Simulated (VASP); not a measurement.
# MgS (Fm-3m) in VASP: a series of runs

Runs on MgS. Level: PBE. Tasks: electric field gradients.

Everything below comes from runs of VASP 6.6.1. Logs are shortened: lines on timing, memory, paths and dates and some standing lists are left out, and cuts for length are marked.

## Step 1: The cell of the first run

The structure is cubic, space group Fm-3m (No. 225). The conventional cell has a = 5.160 Å, b = 5.160 Å, c = 5.160 Å, α = 90.00°, β = 90.00°, γ = 90.00°. Mg (site symmetry m-3m) has 6 S at 2.58 Å within 3.4 Å. Within 3.4 Å of S (site symmetry m-3m) lie 6 Mg at 2.58 Å.

## Step 2: Electric field gradients, PBE (volume scaled by 0.975)

The input, INCAR:

```
SYSTEM = MgS
  ALGO = Normal
  EDIFF = 1E-8
  ENCUT = 520
  GGA = PE
  GGA_COMPAT = .False.
  ISIF = 2
  ISMEAR = -1
  LASPH = .True.
  LCHARG = .False.
  LEFG = .True.
  LREAL = .False.
  LWAVE = .False.
  NBANDS = 11
  NELM = 120
  PREC = Accurate
  SIGMA = 0.03
```

The input, KPOINTS:

```
k-points
0
Gamma
  10 10 10
  0 0 0
```

The input, POSCAR:

```
MgS
1.0
    0.0000000000      2.5797863613      2.5797863613
    2.5797863613      0.0000000000      2.5797863613
    2.5797863613      2.5797863613      0.0000000000
Mg S
1 1
Direct
    0.0000000000      0.0000000000      0.0000000000
    0.5000000000      0.5000000000      0.5000000000
```

Potentials or basis: VASP PAW PBE potentials, release 64 (Mg, S).

Launch:

```sh
cat potpaw_PBE.64/Mg/POTCAR potpaw_PBE.64/S/POTCAR > POTCAR
mpirun -np 1 vasp_std > vasp.out
```

OUTCAR:

```text
SYSTEM = MgS
   EDIFF = 1E-8
   ENCUT = 520
   GGA = PE
   ISIF = 2
   ISMEAR = -1
   LASPH = .True.
   LREAL = .False.
   NELM = 120
   PREC = Accurate

 ion  position               nearest neighbor table
   1  0.000  0.000  0.000-   2 2.58   2 2.58   2 2.58   2 2.58   2 2.58   2 2.58
   2  0.500  0.500  0.500-   1 2.58   1 2.58   1 2.58   1 2.58   1 2.58   1 2.58

  LATTYP: Found a face centered cubic cell.
 ALAT       =     5.1595727226

  Lattice vectors:

 A1 = (   0.0000000000,   2.5797863613,   2.5797863613)
 A2 = (   2.5797863613,   0.0000000000,   2.5797863613)
 A3 = (   2.5797863613,   2.5797863613,   0.0000000000)

Analysis of symmetry for initial positions (statically):
=====================================================================
 Subroutine PRICEL returns:
 Original cell was already a primitive cell.

 Routine SETGRP: Setting up the symmetry group for a
 face centered cubic supercell.

 Subroutine GETGRP returns: Found 48 space group operations
 (whereof 48 operations were pure point group operations)
 out of a pool of 48 trial point group operations.

The static configuration has the point symmetry O_h .

Analysis of symmetry for dynamics (positions and initial velocities):
=====================================================================
 Subroutine PRICEL returns:
 Original cell was already a primitive cell.

 Routine SETGRP: Setting up the symmetry group for a
 face centered cubic supercell.

 Subroutine GETGRP returns: Found 48 space group operations
 (whereof 48 operations were pure point group operations)
 out of a pool of 48 trial point group operations.

The dynamic configuration has the point symmetry O_h .

 Subroutine INISYM returns: Found 48 space group operations
 (whereof 48 operations are pure point group operations),
 and found     1 'primitive' translations

----------------------------------------------------------------------------------------

                                     Primitive cell

  volume of cell :      34.3385

  direct lattice vectors                    reciprocal lattice vectors
     0.000000000  2.579786361  2.579786361    -0.193814499  0.193814499  0.193814499
     2.579786361  0.000000000  2.579786361     0.193814499 -0.193814499  0.193814499
     2.579786361  2.579786361  0.000000000     0.193814499  0.193814499 -0.193814499

  length of vectors
     3.648368860  3.648368860  3.648368860     0.335696559  0.335696559  0.335696559

  position of ions in fractional coordinates (direct lattice)
     0.000000000  0.000000000  0.000000000
     0.500000000  0.500000000  0.500000000

  ion indices of the primitive-cell ions
   primitive index   ion index
                 1           1
                 2           2

----------------------------------------------------------------------------------------

 KPOINTS: k-points

Automatic generation of k-mesh.
 Grid dimensions read from file:
 generate k-points for:   10   10   10

 Generating k-lattice:

  Cartesian coordinates                     Fractional coordinates (reciprocal lattice)
    -0.019381450  0.019381450  0.019381450     0.100000000  0.000000000  0.000000000
     0.019381450 -0.019381450  0.019381450     0.000000000  0.100000000  0.000000000
     0.019381450  0.019381450 -0.019381450     0.000000000  0.000000000  0.100000000

  Length of vectors
     0.033569656  0.033569656  0.033569656

  Shift w.r.t. Gamma in fractional coordinates (k-lattice)
     0.000000000  0.000000000  0.000000000

 Subroutine IBZKPT returns following result:
 ===========================================

 Found     47 irreducible k-points:

 Following reciprocal coordinates:
            Coordinates               Weight
  0.000000  0.000000  0.000000      1.000000
  0.100000  0.000000  0.000000      8.000000
  0.200000  0.000000  0.000000      8.000000
  0.300000  0.000000  0.000000      8.000000
  0.400000  0.000000  0.000000      8.000000
  0.500000  0.000000  0.000000      4.000000
[... 16 lines left out ...]
  0.300000  0.300000  0.000000      6.000000
  0.400000  0.300000  0.000000     24.000000
 [... further k-points ...]
   k-points           NKPTS =     47   k-points in BZ     NKDIM =     47   number of bands    NBANDS=     11
   number of dos      NEDOS =    301   number of ions     NIONS =      2
   total plane-waves  NPLWV =  21952
   dimension x,y,z NGX =    28 NGY =   28 NGZ =   28
   dimension x,y,z NGXF=    56 NGYF=   56 NGZF=   56
   ions per type =               1   1
   NGX,Y,Z   is equivalent  to a cutoff of  12.76, 12.76, 12.76 a.u.
   NGXF,Y,Z  is equivalent  to a cutoff of  25.52, 25.52, 25.52 a.u.
 SYSTEM =  MgS
   PREC   = accura    normal or accurate (medium, high low for compatibility)
   ISTART =      0    job   : 0-new  1-cont  2-samecut
   ICHARG =      2    charge: 1-file 2-atom 10-const
   ISPIN  =      1    spin polarized calculation?
   LNONCOLLINEAR =      F non collinear calculations
   LSORBIT =      F    spin-orbit coupling
   LASPH  =      T    aspherical Exc in radial PAW
   ENCUT  =  520.0 eV  38.22 Ry    6.18 a.u.   6.78  6.78  6.78*2*pi/ulx,y,z
   NELM   =    120;   NELMIN=  2; NELMDL= -5     # of ELM steps
   EDIFF  = 0.1E-07   stopping-criterion for ELM
   LREAL  =      F    real-space projection
   EDIFFG = 0.1E-06   stopping-criterion for IOM
   NSW    =      0    number of steps for IOM
   IBRION =     -1    ionic relax: 0-MD 1-quasi-New 2-CG
   NFREE  =      0    steps in history (QN), initial steepest desc. (CG)
   ISIF   =      2    stress and relaxation
   ISYM   =      2    0-nonsym 1-usesym 2-fastsym
   POTIM  = 0.5000    time-step for ionic-motion
   TEBEG  =    0.0;   TEEND  =   0.0 temperature during run
   PSTRESS=    0.0 pullay stress
   NELECT =       8.0000    total number of electrons
   NUPDOWN=      -1.0000    fix difference up-down
   EMIN   =  10.00;   EMAX   =-10.00  energy-range for DOS
   EFERMI =   0.00;   METHOD = LEGACY
   ISMEAR =    -1;   SIGMA  =   0.03  broadening in eV -4-tet -1-fermi 0-gaus
   EFERMI_NEDOS =   21; number of points for ismear=-14 and -15
   IALGO  =     38    algorithm
   IMIX   =      4    mixing-type and parameters
     AMIX     =   0.40;   BMIX     =  1.00
     AMIX_MAG =   1.60;   BMIX_MAG =  1.00
  volume/ion in A,a.u.               =      17.17       115.86
  Fermi-wavevector in a.u.,A,eV,Ry     =   1.007344  1.903604 13.806399  1.014742
  Thomas-Fermi vector in A             =   2.140143
   LORBIT       =      0    0 simple, 1 ext, 2 COOP (PROOUT), +10 PAW based schemes
   GGA     = PE    functional components
   LHFCALC =     F    Hartree Fock is set to
   AEXX    =    0.0000 exact exchange contribution
   IVDW    =     0    specifies the selected vdW correction
   LEPSILON=     F    determine dielectric tensor
   LRPA    =     F    only Hartree local field effects (RPA)
 non-spin polarized calculation
  energy-cutoff  :      520.00
  volume of cell :       34.34
 maximum number of plane-waves:       941
   NGX = 13   NGY = 13   NGZ = 13

 number of electron       7.9999999 magnetization

 Free energy of the ion-electron system (eV)
  ---------------------------------------------------
  ext. energy  EPLUGINS =         0.00000000
  ---------------------------------------------------
  free energy    TOTEN  =        -8.49154297 eV

  energy without entropy =       -8.49154297  energy(sigma->0) =       -8.49154297

 E-fermi :   4.5856     XC(G=0):  -9.7932

 val. band max:        3.9538493586   @ k =   0.0000   0.0000   0.0000
 cond. band min:       6.7843404448   @ k =   0.5000   0.5000   0.0000
 fundamental gap:      2.8304910863
 Fermi energy:         4.5855966792

 k-point     1 :       0.0000    0.0000    0.0000
  band No.  band energies     occupation
      1      -8.8596      2.00000
      2       3.9538      2.00000
      3       3.9538      2.00000
      4       3.9538      2.00000
      5       7.8676      0.00000
      6      11.8915      0.00000
      7      11.8915      0.00000
      8      11.8915      0.00000
      9      14.3313      0.00000
     10      14.3313      0.00000
     11      16.5513      0.00000
[... 309 lines left out ...]
 k-point    24 :       0.4000    0.3000    0.0000
  band No.  band energies     occupation
      1      -7.5166      2.00000
      2       0.2616      2.00000
      3       2.2596      2.00000
      4       2.5426      2.00000
      5       7.9586      0.00000
      6       9.1365      0.00000
      7      13.6307      0.00000
      8      14.5691      0.00000
      9      16.2411      0.00000
     10      17.3263      0.00000
     11      20.7955      0.00000

 [... further k-points ...]

------------------------ aborting loop because EDIFF is reached ----------------------------------------

  FORCE on cell =-STRESS in cart. coord.  units (eV):
  Direction    XX          YY          ZZ          XY          YZ          ZX
  --------------------------------------------------------------------------------------
  -------------------------------------------------------------------------------------
  Total        0.6315595      0.6315595      0.6315595      0.0000000      0.0000000      0.0000000
  in kB       29.4675217     29.4675217     29.4675217      0.0000000      0.0000000      0.0000000
  external PRESSURE =      29.4675217 kB  Pullay stress =       0.0000000 kB

 VOLUME and BASIS-vectors are now :
 -----------------------------------------------------------------------------
  energy-cutoff  :      520.00
  volume of cell :       34.34
      direct lattice vectors                 reciprocal lattice vectors
     0.000000000  2.579786361  2.579786361    -0.193814499  0.193814499  0.193814499
     2.579786361  0.000000000  2.579786361     0.193814499 -0.193814499  0.193814499
     2.579786361  2.579786361  0.000000000     0.193814499  0.193814499 -0.193814499

 POSITION                                       TOTAL-FORCE (eV/Angst)
 -----------------------------------------------------------------------------------
      0.00000      0.00000      0.00000        -0.000000     -0.000000     -0.000000
      2.57979      2.57979      2.57979         0.000000      0.000000      0.000000
 -----------------------------------------------------------------------------------
    total drift:                                0.000000      0.000000      0.000000

  FREE ENERGIE OF THE ION-ELECTRON SYSTEM (eV)
  ---------------------------------------------------
  free  energy   TOTEN  =        -8.4915429667 eV

  energy  without entropy=       -8.4915429667  energy(sigma->0) =       -8.49154297

 Electric field gradients (V/A^2)
---------------------------------------------------------------------
 ion       V_xx      V_yy      V_zz      V_xy      V_xz      V_yz
---------------------------------------------------------------------
   1      -0.000    -0.000    -0.000     0.000     0.000     0.000
   2       0.000    -0.000     0.000    -0.000    -0.000    -0.000
---------------------------------------------------------------------

 Electric field gradients after diagonalization (V/A^2)
 (convention: |V_zz| > |V_xx| > |V_yy|)
----------------------------------------------------------------------
 ion       V_xx      V_yy      V_zz     asymmetry (V_yy - V_xx)/ V_zz
----------------------------------------------------------------------
   1      -0.000    -0.000     0.000       0.000
   2       0.000     0.000    -0.001       0.000
----------------------------------------------------------------------

           NMR quadrupolar parameters

 Cq : quadrupolar parameter    Cq=e*Q*V_zz/h
 eta: asymmetry parameters     (V_yy - V_xx)/ V_zz
 Q  : nuclear electric quadrupole moment in mb (millibarn)
----------------------------------------------------------------------
 ion       Cq(MHz)       eta       Q (mb)
----------------------------------------------------------------------
   1       0.000       0.000       1.000
   2      -0.000       0.000       1.000
----------------------------------------------------------------------
```

Run time: 41 s. Hardware: 1 thread of Intel Xeon 8259CL, shared host; peak memory 0.16 GiB.

Results:

```
Free energy            : -8.4915 eV
Pressure               : 2.9 GPa
Band gap on the k mesh : 2.83 eV, indirect (least direct gap 3.91 eV)
```

Levels at points of the mesh, in eV from the valence-band top:
| k point | band 1 | band 2 | band 3 | band 4 | band 5 | band 6 | band 7 | band 8 |
| --- | --- | --- | --- | --- | --- | --- | --- | --- |
| (0.00, 0.00, 0.00) | -12.81 | 0.00 | 0.00 | 0.00 | 3.91 | 7.94 | 7.94 | 7.94 |
| (0.50, 0.00, 0.00) | -11.44 | -4.96 | -0.62 | -0.62 | 4.58 | 6.94 | 6.94 | 10.39 |
| (0.50, 0.50, 0.00) | -11.05 | -4.33 | -1.74 | -1.74 | 2.83 | 4.32 | 12.26 | 12.89 |

Caveat: the cell differs from its parent crystal (volume scaled by 0.975); without QUAD_EFG the Cq values of the log hold for a quadrupole moment of 1 mb, not for the nuclei.

## Step 3: Electric field gradients, PBE

This run uses another cell than the first one, of 17.61 Å³/atom, 1.026 times its volume.

The input, INCAR:

```
ALGO = Normal ; EDIFF = 1E-8
ENCUT = 520 ; GGA = PE
GGA_COMPAT = False ; ISIF = 2
ISMEAR = -1 ; LASPH = True
LCHARG = False ; LEFG = True
LREAL = False ; LWAVE = False
NBANDS = 11 ; NELM = 120
PREC = Accurate ; SIGMA = 0.03
```

The input, KPOINTS:

```
k-points
0
Gamma
  10 10 10
```

The input, POSCAR:

```
MgS
1.0
    0.0000000000      2.6016500000      2.6016500000
    2.6016500000      0.0000000000      2.6016500000
    2.6016500000      2.6016500000      0.0000000000
Mg S
1 1
Direct
    0.0000000000      0.0000000000      0.0000000000
    0.5000000000      0.5000000000      0.5000000000
```

Potentials or basis: VASP PAW PBE potentials, release 64 (Mg, S).

Launch:

```sh
cat potpaw_PBE.64/Mg/POTCAR potpaw_PBE.64/S/POTCAR > POTCAR
mpirun -np 1 vasp_std > vasp.out
```

OUTCAR:

```text
EDIFF = 1E-8
   ENCUT = 520
   GGA = PE
   ISIF = 2
   ISMEAR = -1
   LASPH = True
   LREAL = False
   NELM = 120
   PREC = Accurate

 ion  position               nearest neighbor table
   1  0.000  0.000  0.000-   2 2.60   2 2.60   2 2.60   2 2.60   2 2.60   2 2.60
   2  0.500  0.500  0.500-   1 2.60   1 2.60   1 2.60   1 2.60   1 2.60   1 2.60

  LATTYP: Found a face centered cubic cell.
 ALAT       =     5.2033000000

  Lattice vectors:

 A1 = (   0.0000000000,   2.6016500000,   2.6016500000)
 A2 = (   2.6016500000,   0.0000000000,   2.6016500000)
 A3 = (   2.6016500000,   2.6016500000,   0.0000000000)

Analysis of symmetry for initial positions (statically):
=====================================================================
 Subroutine PRICEL returns:
 Original cell was already a primitive cell.

 Routine SETGRP: Setting up the symmetry group for a
 face centered cubic supercell.

[... 524 lines left out ...]
      direct lattice vectors                 reciprocal lattice vectors
     0.000000000  2.601650000  2.601650000    -0.192185728  0.192185728  0.192185728
     2.601650000  0.000000000  2.601650000     0.192185728 -0.192185728  0.192185728
     2.601650000  2.601650000  0.000000000     0.192185728  0.192185728 -0.192185728

 POSITION                                       TOTAL-FORCE (eV/Angst)
 -----------------------------------------------------------------------------------
      0.00000      0.00000      0.00000         0.000000      0.000000     -0.000000
      2.60165      2.60165      2.60165        -0.000000     -0.000000      0.000000
 -----------------------------------------------------------------------------------
    total drift:                                0.000000      0.000000      0.000000

  FREE ENERGIE OF THE ION-ELECTRON SYSTEM (eV)
  ---------------------------------------------------
  free  energy   TOTEN  =        -8.5020744727 eV

  energy  without entropy=       -8.5020744727  energy(sigma->0) =       -8.50207447

 Electric field gradients (V/A^2)
---------------------------------------------------------------------
 ion       V_xx      V_yy      V_zz      V_xy      V_xz      V_yz
---------------------------------------------------------------------
   1       0.000    -0.000    -0.000     0.000     0.000     0.000
   2       0.000     0.000     0.000    -0.000    -0.000    -0.000
---------------------------------------------------------------------

 Electric field gradients after diagonalization (V/A^2)
 (convention: |V_zz| > |V_xx| > |V_yy|)
----------------------------------------------------------------------
 ion       V_xx      V_yy      V_zz     asymmetry (V_yy - V_xx)/ V_zz
----------------------------------------------------------------------
   1      -0.000    -0.000     0.000       0.000
   2       0.000     0.000    -0.001       0.000
----------------------------------------------------------------------

           NMR quadrupolar parameters

 Cq : quadrupolar parameter    Cq=e*Q*V_zz/h
 eta: asymmetry parameters     (V_yy - V_xx)/ V_zz
 Q  : nuclear electric quadrupole moment in mb (millibarn)
----------------------------------------------------------------------
 ion       Cq(MHz)       eta       Q (mb)
----------------------------------------------------------------------
   1       0.000       0.000       1.000
   2      -0.000       0.000       1.000
----------------------------------------------------------------------
```

Run time: 39 s. Hardware: 1 thread of Intel Xeon 8259CL, shared host; peak memory 0.16 GiB.

What came out:

```yaml
Free_energy: -8.5021 eV
Pressure: 0.9 GPa
Band_gap_on_the_k_mesh: 2.78 eV, indirect (least direct gap 3.71 eV)
```

Caveat: without QUAD_EFG the Cq values of the log hold for a quadrupole moment of 1 mb, not for the nuclei. A k mesh can miss the band edges.
